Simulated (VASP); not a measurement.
Input of a VASP 6.6.1 run:

The input INCAR:

```
PREC     = Accurate       # precision mode
ENCUT    = 500            # plane-wave cutoff, eV
EDIFF    = 1E-6           # SCF threshold, eV
ISMEAR   = 0              # smearing method
SIGMA    = 0.05           # smearing width, eV
LREAL    = F              # projectors in reciprocal space
LASPH    = T              # aspherical terms in the spheres
NELM     = 120            # most SCF steps
ALGO     = Normal         # electronic algorithm
ISIF     = 2              # what is computed and relaxed
LWAVE    = F              # write WAVECAR
LCHARG   = F              # write CHGCAR
GGA      = PS             # functional
NBANDS   = 17             # bands
GGA_COMPAT= F
```

KPOINTS

```
regular mesh
0
Gamma
  10 10 10
```

The input POSCAR:

```
Na2S
1.0
    0.0000000000      3.2629996103      3.2629996103
    3.2629996103      0.0000000000      3.2629996103
    3.2629996103      3.2629996103      0.0000000000
Na S
2 1
Direct
    0.2500000000      0.2500000000      0.2500000000
    0.7500000000      0.7500000000      0.7500000000
    0.0000000000      0.0000000000      0.0000000000
```

Potentials or basis: VASP PAW PBE potentials, release 64 (Na_pv, S).

Command:

```bash
$ cat potpaw_PBE.64/Na_pv/POTCAR potpaw_PBE.64/S/POTCAR > POTCAR
$ mpirun -np 1 vasp_std > vasp.out
```

Question: What does it give for the pressure?

Answer: -0.2 GPa.

Question: What does it give for the band gap on the k mesh?

Answer: 2.39 eV.

Caveat: the PAW data sets were made with another functional, which shifts forces and pressure a little. As with any semilocal functional, this PBEsol gap is likely too small.
